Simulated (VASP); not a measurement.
# ScAl2 (Fd-3m) in VASP: elastic constants with LDA

Aim: the elastic constants of ScAl2 with LDA.

Everything below comes from runs of VASP 6.6.1. Logs are shortened: lines on timing, memory, paths and dates and some standing lists are left out, and cuts for length are marked.

## (1) The cell of the first run

Symmetry: Fd-3m, No. 227, cubic system. Conventional cell: a = 7.454 Å, b = 7.454 Å, c = 7.454 Å, α = 90.00°, β = 90.00°, γ = 90.00°. Sc (site symmetry -43m) has 12 Al at 3.09 Å and 4 Sc at 3.23 Å within 4.1 Å. Al (site symmetry -3m) has 6 Al at 2.64 Å and 6 Sc at 3.09 Å within 3.5 Å.

## (2) Elastic constants, LDA

Contents of INCAR:

```
SYSTEM = ScAl2
PREC = Accurate ; ENCUT = 500
EDIFF = 1E-8 ; ISMEAR = -1
SIGMA = 0.15 ; LREAL = .FALSE.
LASPH = .TRUE. ; NELM = 120
ALGO = Normal ; ISIF = 3
LWAVE = .FALSE. ; LCHARG = .FALSE.
NBANDS = 26 ; IBRION = 6
NFREE = 2 ; POTIM = 0.015
NSW = 1 ; GGA_COMPAT = .FALSE.
```

Contents of KPOINTS:

```
Automatic mesh
0
G
  8 8 8
  0 0 0
```

Contents of POSCAR:

```
ScAl2
1.0
    0.0000000000      3.7270540844      3.7270540844
    3.7270540844      0.0000000000      3.7270540844
    3.7270540844      3.7270540844      0.0000000000
Sc Al
2 4
Direct
    0.5000000000      0.5000000000      0.5000000000
    0.7500000000      0.7500000000      0.7500000000
    0.1250000000      0.1250000000      0.1250000000
    0.6250000000      0.1250000000      0.1250000000
    0.1250000000      0.6250000000      0.1250000000
    0.1250000000      0.1250000000      0.6250000000
```

Potentials or basis: VASP PAW LDA potentials, release 64 (Sc_sv, Al).

The run is started by

```sh
cat potpaw_LDA.64/Sc_sv/POTCAR potpaw_LDA.64/Al/POTCAR > POTCAR
mpirun -np 1 vasp_std > vasp.out
```

OUTCAR:

```text
SYSTEM = ScAl2
   PREC = Accurate
   ENCUT = 500
   EDIFF = 1E-8
   ISMEAR = -1
   LREAL = .FALSE.
   LASPH = .TRUE.
   NELM = 120
   ISIF = 3
   IBRION = 6
   NFREE = 2
   POTIM = 0.015
   NSW = 1

 ion  position               nearest neighbor table
   1  0.500  0.500  0.500-   3 3.09   5 3.09   6 3.09   3 3.09   4 3.09   6 3.09   3 3.09   4 3.09
                             5 3.09   4 3.09   5 3.09   6 3.09   2 3.23   2 3.23   2 3.23   2 3.23
   2  0.750  0.750  0.750-   4 3.09   5 3.09   6 3.09   3 3.09   4 3.09   5 3.09   3 3.09   4 3.09
                             6 3.09   3 3.09   5 3.09   6 3.09   1 3.23   1 3.23   1 3.23   1 3.23
   3  0.125  0.125  0.125-   4 2.64   5 2.64   6 2.64   6 2.64   5 2.64   4 2.64   1 3.09   2 3.09
                             1 3.09   2 3.09   1 3.09   2 3.09
   4  0.625  0.125  0.125-   3 2.64   6 2.64   5 2.64   3 2.64   5 2.64   6 2.64   2 3.09   1 3.09
                             1 3.09   2 3.09   2 3.09   1 3.09
   5  0.125  0.625  0.125-   3 2.64   6 2.64   3 2.64   4 2.64   6 2.64   4 2.64   2 3.09   1 3.09
                             2 3.09   2 3.09   1 3.09   1 3.09
   6  0.125  0.125  0.625-   3 2.64   3 2.64   4 2.64   5 2.64   5 2.64   4 2.64   1 3.09   2 3.09
                             1 3.09   2 3.09   1 3.09   2 3.09

  LATTYP: Found a face centered cubic cell.
 ALAT       =     7.4541081688

  Lattice vectors:

 A1 = (   0.0000000000,   3.7270540844,   3.7270540844)
 A2 = (   3.7270540844,   0.0000000000,   3.7270540844)
 A3 = (   3.7270540844,   3.7270540844,   0.0000000000)

Analysis of symmetry for initial positions (statically):
=====================================================================
 Subroutine PRICEL returns:
 Original cell was already a primitive cell.

 Routine SETGRP: Setting up the symmetry group for a
 face centered cubic supercell.

 Subroutine GETGRP returns: Found 48 space group operations
[... 1096 lines left out ...]
  Direction    XX          YY          ZZ          XY          YZ          ZX
  --------------------------------------------------------------------------------------
  -------------------------------------------------------------------------------------
  Total        0.1163838      0.1148994      0.1148994      0.0008106     -0.0004145      0.0008106
  in kB        1.8008442      1.7778752      1.7778752      0.0125424     -0.0064139      0.0125425
  external PRESSURE =       1.7855315 kB  Pullay stress =       0.0000000 kB
[... 21 lines left out ...]
  FREE ENERGIE OF THE ION-ELECTRON SYSTEM (eV)
  ---------------------------------------------------
  free  energy   TOTEN  =       -33.3646057328 eV

  energy  without entropy=      -33.1168781624  energy(sigma->0) =      -33.24074195

 INTERNAL STRAIN TENSORS FROM STRAINED CELLS
 ============================================

 INTERNAL STRAIN TENSOR FOR ION    1 for displacements in x,y,z  (eV/Angst):
          X           Y           Z          XY          YZ          ZX
  --------------------------------------------------------------------------------
  x     0.00000     0.00000     0.00000     0.00000     0.74713    -0.00000
  y    -0.00000     0.00000     0.00000     0.00000    -0.00000     0.74688
  z    -0.00000     0.00000     0.00000     0.74895    -0.00000    -0.00000

 INTERNAL STRAIN TENSORS FROM DISPLACED ATOMS
 ============================================

 INTERNAL STRAIN TENSOR FOR ION    1 for displacements in x,y,z  (eV/Angst):
          X           Y           Z          XY          YZ          ZX
  --------------------------------------------------------------------------------
  x     0.00000    -0.00000    -0.00000     0.00000     0.73680     0.00000
  y    -0.00000     0.00000    -0.00000     0.00000     0.00000     0.73680
  z    -0.00000    -0.00000     0.00000     0.73680     0.00000     0.00000

 INTERNAL STRAIN TENSOR FOR ION    6 for displacements in x,y,z  (eV/Angst):
          X           Y           Z          XY          YZ          ZX
  --------------------------------------------------------------------------------
  x    -0.00000     0.00000     0.00000    -0.00000    -0.00000     0.00000
  y     0.00000    -0.00000     0.00000    -0.00000     0.00000    -0.00000
  z     0.00000     0.00000     0.00000    -0.00000    -0.00000    -0.00000

 Eigenvectors and eigenvalues of the dynamical matrix
 ----------------------------------------------------

   1 f  =   14.509245 THz    91.164278 2PiTHz  483.976332 cm-1    60.005391 meV
             X         Y         Z           dx          dy          dz
      3.727054  3.727054  3.727054    -0.000000   -0.000000   -0.000000
      5.590581  5.590581  5.590581    -0.000000   -0.000000   -0.000000
      0.931764  0.931764  0.931764    -0.288675   -0.288675   -0.288675
      0.931764  2.795291  2.795291    -0.288675    0.288675    0.288675
      2.795291  0.931764  2.795291     0.288675   -0.288675    0.288675
      2.795291  2.795291  0.931764     0.288675    0.288675   -0.288675
[... 145 lines left out ...]
  18 f/i=    0.004107 THz     0.025805 2PiTHz    0.136993 cm-1     0.016985 meV
             X         Y         Z           dx          dy          dz
      3.727054  3.727054  3.727054     0.242585   -0.398377   -0.096761
      5.590581  5.590581  5.590581     0.242585   -0.398377   -0.096761
      0.931764  0.931764  0.931764     0.188151   -0.309021   -0.075067
      0.931764  2.795291  2.795291     0.188203   -0.309046   -0.075093
      2.795291  0.931764  2.795291     0.188193   -0.309036   -0.075025
      2.795291  2.795291  0.931764     0.188161   -0.309010   -0.075051

--------------------------------------------------------------------------------------------------------

 ELASTIC MODULI CONTR FROM IONIC RELAXATION (kBar)
 Direction    XX          YY          ZZ          XY          YZ          ZX
 --------------------------------------------------------------------------------
 XX          -0.0000     -0.0000     -0.0000      0.0000      0.0000      0.0000
 YY          -0.0000     -0.0000     -0.0000      0.0000      0.0000      0.0000
 ZZ          -0.0000     -0.0000     -0.0000      0.0000      0.0000      0.0000
 XY           0.0000      0.0000      0.0000     -2.5909     -0.0000     -0.0000
 YZ           0.0000      0.0000      0.0000     -0.0000     -2.5909     -0.0000
 ZX           0.0000      0.0000      0.0000     -0.0000     -0.0000     -2.5909
 --------------------------------------------------------------------------------

 TOTAL ELASTIC MODULI (kBar)
 Direction    XX          YY          ZZ          XY          YZ          ZX
 --------------------------------------------------------------------------------
 XX        2075.6603    428.2147    428.2147     -0.0000     -0.0000      0.0000
 YY         428.2147   2075.6603    428.2147      0.0000     -0.0000     -0.0000
 ZZ         428.2147    428.2147   2075.6603      0.0000     -0.0000     -0.0000
 XY          -0.0000      0.0000      0.0000    741.8429     -0.0000     -0.0000
 YZ          -0.0000     -0.0000     -0.0000     -0.0000    741.8429     -0.0000
 ZX           0.0000     -0.0000     -0.0000     -0.0000     -0.0000    741.8429
 --------------------------------------------------------------------------------
```

Run time: 1.5 h. Hardware: 1 thread of AMD EPYC 7R43 (Zen 3), shared host; peak memory 0.63 GiB.

What came out:

| Quantity | Value |
| --- | --- |
| Elastic constants C11, C12, C44 | 208, 43, 74 GPa |
| Voigt bulk modulus | 98 GPa |
| Highest phonon frequency at Γ | 484 cm⁻¹ |

Phonon frequencies in cm⁻¹ (negative: imaginary):
```
              q point                                                        frequencies
(0.000, 0.000, 0.000)  0 0 0 160 160 160 198 198 198 208 208 208 271 271 361 361 361 484
```

Elastic tensor in Voigt notation (GPa, in the Cartesian axes of the cell as first typed):
```
208  43  43   0   0   0
 43 208  43   0   0   0
 43  43 208   0   0   0
  0   0   0  74   0   0
  0   0   0   0  74   0
  0   0   0   0   0  74
```

Clamped-ion elastic tensor (GPa):
```
208  43  43   0   0   0
 43 208  43   0   0   0
 43  43 208   0   0   0
  0   0   0  74   0   0
  0   0   0   0  74   0
  0   0   0   0   0  74
```
